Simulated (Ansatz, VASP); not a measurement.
Hg: VASP beside Ansatz

The input INCAR:

```
SYSTEM = Hg
  PREC = Accurate
  ENCUT = 520
  EDIFF = 1E-7
  ISMEAR = -1
  SIGMA = 0.1
  LREAL = .False.
  LASPH = .True.
  NELM = 80
  ALGO = Normal
  ISIF = 2
  LWAVE = .False.
  LCHARG = .False.
  GGA = PS
  NBANDS = 19
```

Contents of KPOINTS:

```
regular mesh
0
Gamma
  19 19 10
  0 0 0
```

File POSCAR:

```
Hg
1.0
    3.2732285995      0.0000000000      0.0000000000
   -1.6366142998      2.8346991196      0.0000000000
    0.0000000000      0.0000000000      5.4874611932
Hg
2
Direct
    0.3333333333      0.6666666667      0.2500000000
    0.6666666667      0.3333333333      0.7500000000
```

Input for Ansatz:

```yaml
crystal:
  lattice:
    - [3.2732285995, 0.0, 0.0]
    - [-1.6366142998, 2.8346991196, 0.0]
    - [0.0, 0.0, 5.4874611932]
  atoms:
    - { symbol: Hg, position: [0.3333333333, 0.6666666667, 0.25] }
    - { symbol: Hg, position: [0.6666666667, 0.3333333333, 0.75] }
hamiltonian:
  xc: pbesol
  pseudopotentials:
    kind: paw
    azcp:
      Hg: "pseudopotentials/Hg.paw.azcp"
basis:
  ecutwfc: 420
  fft_grid_basis: typed
kpoints:
  mp_grid: { grid: [19, 19, 10], shift: [0, 0, 0] }
magnetization:
  spin_polarized: false
scf:
  occupations: { method: fermi_dirac, width: 0.1 }
output:
  stress: true
```

Alike in both runs: task single point; functional PBEsol; k mesh 19 × 19 × 10; occupations fermi-dirac, width 0.1 eV; no spin polarisation.

|  | VASP | Ansatz |
| --- | --- | --- |
| version | VASP 6.6.1 | Ansatz 0.2.0 |
| potentials or method | VASP PAW PBE potentials, release 64 (Hg), cutoff 520 eV | plane waves (420 eV) with PAW, scalar-relativistic |
| valence electrons in the cell | 24 | 40 |

|  | VASP | Ansatz | Ansatz less VASP |
| --- | --- | --- | --- |
| pressure (GPa) | -1.5 | -1.7 | -0.23 |
| traceless stress, the component that is largest in VASP (GPa) | -0.40 | -0.37 | +0.030 |

VASP's potentials were made for PBE, not for PBEsol, and Ansatz warns of the same on its side. The functional is the same, so the differences come from potentials, cutoffs and numerics. VASP's potentials hold 24 valence electrons a cell and Ansatz's 40, so a difference there can come from the potentials and not from the codes.

Neither program's run includes spin-orbit coupling.
